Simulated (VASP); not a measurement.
Wanted: the native input for a VASP 6.6.1 run.

```yaml
Task: single point
Functional: PBE
Potentials_or_basis: VASP PAW PBE potentials, release 64 (P, Ga_d, Sb)
Cutoff: 520 eV
k_mesh: 6 × 4 × 4
Occupations: fermi-dirac, width 0.02 eV
Spin: no spin polarisation
Dipole_correction: no
Further_INCAR_settings: ALGO = Normal; EDIFF = 1e-06; NBANDS = 46
```

The structure of Ga4Sb3P lies in POSCAR:

```
Ga4Sb3P
1.0
    4.2706111869      0.0000000000      0.0000000000
    0.0000000000      8.5504960273      0.0000000000
    0.0000000000      0.0000000000      6.0202693187
P Ga Sb
1 4 3
Direct
    0.0000000000      0.0000000000      0.0009804046
    0.5000000000      0.0000000000      0.7867032765
    0.0000000000      0.7712376392      0.2365421107
    0.5000000000      0.5000000000      0.7375027431
    0.0000000000      0.2287623608      0.2365421107
    0.5000000000      0.7611999579      0.5004266253
    0.0000000000      0.5000000000      0.0008761038
    0.5000000000      0.2388000421      0.5004266253
```

These files were run (other wordings do the same):

INCAR

```
PREC = Accurate
ENCUT = 520
EDIFF = 1E-6
ISMEAR = -1
SIGMA = 0.02
LREAL = False
LASPH = True
NELM = 80
ALGO = Normal
ISIF = 2
LWAVE = False
LCHARG = False
GGA = PE
NBANDS = 46
```

KPOINTS

```
regular mesh
0
Gamma
  6 4 4
```

Potentials or basis: VASP PAW PBE potentials, release 64 (P, Ga_d, Sb).

Launch:

```console
$ cat potpaw_PBE.64/P/POTCAR potpaw_PBE.64/Ga_d/POTCAR potpaw_PBE.64/Sb/POTCAR > POTCAR
$ mpirun -np 1 vasp_std > vasp.out
```

It gave:

* Pressure: 0.1 GPa
* Largest force: 0.008 eV/Å
* Band gap on the k mesh: 0.02 eV (least direct gap 0.15 eV)

Caveat: the smearing spreads over this small gap; semilocal functionals underestimate gaps, and a narrow one can read as zero; spin-orbit coupling is left out, which moves the levels of the heavy elements.

Run time: 3.4 min on 1 thread of Oxide Virtual Turin-like Processor (shared host), peak memory 0.46 GiB.
